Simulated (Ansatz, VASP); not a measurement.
# Two plane-wave programs on InP3

INCAR

```
SYSTEM = InP3
PREC = Accurate
ENCUT = 520
EDIFF = 1E-6
ISMEAR = 0
SIGMA = 0.15
LREAL = .False.
LASPH = .True.
NELM = 80
ALGO = Normal
ISIF = 2
LWAVE = .False.
LCHARG = .False.
GGA = PS
NBANDS = 38
```

KPOINTS

```
Automatic mesh
0
Gamma
  6 6 6
  0 0 0
```

Contents of POSCAR:

```
InP3
1.0
    3.5663873086      2.0590546726      3.0170261787
   -3.5663873086      2.0590546726      3.0170261787
    0.0000000000     -4.1181093453      3.0170261787
In P
2 6
Direct
    0.2732789115      0.2732789115      0.2732789115
    0.7267210885      0.7267210885      0.7267210885
    0.7947108827      0.2411926280      0.7947108827
    0.7947108827      0.7947108827      0.2411926280
    0.2411926280      0.7947108827      0.7947108827
    0.2052891173      0.7588073720      0.2052891173
    0.7588073720      0.2052891173      0.2052891173
    0.2052891173      0.2052891173      0.7588073720
```

Input for Ansatz:

```yaml
crystal:
  lattice:
    - [3.5663873086, 2.0590546726, 3.0170261787]
    - [-3.5663873086, 2.0590546726, 3.0170261787]
    - [0.0, -4.1181093453, 3.0170261787]
  atoms:
    - { symbol: In, position: [0.2732789115, 0.2732789115, 0.2732789115] }
    - { symbol: In, position: [0.7267210885, 0.7267210885, 0.7267210885] }
    - { symbol: P, position: [0.7947108827, 0.241192628, 0.7947108827] }
    - { symbol: P, position: [0.7947108827, 0.7947108827, 0.241192628] }
    - { symbol: P, position: [0.241192628, 0.7947108827, 0.7947108827] }
    - { symbol: P, position: [0.2052891173, 0.758807372, 0.2052891173] }
    - { symbol: P, position: [0.758807372, 0.2052891173, 0.2052891173] }
    - { symbol: P, position: [0.2052891173, 0.2052891173, 0.758807372] }
basis:
  ecutwfc: 420
kpoints:
  mp_grid: { grid: [6, 6, 6] }
hamiltonian:
  xc: pbesol
scf:
  occupations: { method: gaussian, width: 0.15 }
output:
  forces: true
  stress: true
  eigenvalues: true
```

Change from the starting cell: strain -0.040 along x and y, -0.080 along z, atoms carried along.

Alike in both runs: task single point; functional PBEsol; k mesh 6 × 6 × 6; occupations gaussian, width 0.15 eV; no spin polarisation.

|  | VASP | Ansatz |
| --- | --- | --- |
| version | VASP 6.6.1 | Ansatz 0.2.0 |
| potentials or method | VASP PAW PBE potentials, release 64 (In_d, P), cutoff 520 eV | scalar-relativistic, plane waves, PAW |
| valence electrons in the cell | 56 | 56 |

Ansatz gave:

```
gap on the k mesh at the Fermi level (eV)                     : none
pressure (GPa)                                                : 19.5
traceless stress, the component that is largest in VASP (GPa) : -0.95
rms of the force components (eV/Å)                            : 0.810
```

**Question.** Estimate VASP's values.

**Answer.** gap on the k mesh at the Fermi level (eV): none; pressure (GPa): 19.4; traceless stress, the component that is largest in VASP (GPa): -0.88; rms of the force components (eV/Å): 0.793.

VASP's potentials were made for PBE, not for PBEsol. Atom by atom the forces differ by 0.018 eV/Å (rms over components). A gap of «none» marks a metal or a gap that the smearing closes. With one functional, cell and mesh, what is left measures potentials, basis and numerics.
